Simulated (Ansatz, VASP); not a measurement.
# BN in VASP and in Ansatz

INCAR

```
SYSTEM = BN
  ALGO = Normal
  EDIFF = 1E-6
  ENCUT = 600
  GGA = PE
  GGA_COMPAT = .FALSE.
  ISIF = 2
  ISMEAR = -1
  LASPH = .TRUE.
  LCHARG = .FALSE.
  LREAL = .FALSE.
  LWAVE = .FALSE.
  NBANDS = 16
  NELM = 120
  PREC = Accurate
  SIGMA = 0.01
```

File KPOINTS:

```
k-points
0
G
  7 7 3
  0 0 0
```

POSCAR

```
BN
1.0
    2.4982400000      0.0000000000      0.0000000000
   -1.2491200000      2.1635390000      0.0000000000
    0.0000000000      0.0000000000      6.6357000000
B N
2 2
Direct
    0.3333333333      0.6666666667      0.2500000000
    0.6666666667      0.3533333333      0.7500000000
    0.3333333333      0.6666666667      0.7500000000
    0.6666666667      0.3333333333      0.2500000000
```

Input for Ansatz:

```yaml
crystal:
  lattice:
    - [2.49824, 0.0, 0.0]
    - [-1.24912, 2.163539, 0.0]
    - [0.0, 0.0, 6.6357]
  atoms:
    - { symbol: B, position: [0.3333333333333333, 0.6666666666666666, 0.25] }
    - { symbol: B, position: [0.6666666666666666, 0.35333333333333333, 0.75] }
    - { symbol: "N", position: [0.3333333333333333, 0.6666666666666666, 0.75] }
    - { symbol: "N", position: [0.6666666666666666, 0.3333333333333333, 0.25] }
kpoints:
  mp_grid:
    grid: [7, 7, 3]
    shift: [0.0, 0.0, 0.0]
hamiltonian:
  xc: pbe
scf:
  occupations:
    method: fermi_dirac
    width: 0.01
output:
  forces: true
```

Alike in both runs: task single point; functional PBE; k mesh 7 × 7 × 3; occupations fermi-dirac, width 0.01 eV; no spin polarisation.

```csv
,VASP,Ansatz
version,VASP 6.6.1,Ansatz 0.2.0
potentials or method,"VASP PAW PBE potentials, release 64 (B, N)","plane waves, PAW"
plane-wave cutoff (eV),600,420
valence electrons in the cell,16,16
```

|  | VASP | Ansatz | Ansatz less VASP |
| --- | --- | --- | --- |
| rms of the force components (eV/Å) | 0.865 | 0.867 | +0.0021 |

Atom by atom the forces differ by 0.002 eV/Å (rms over components).
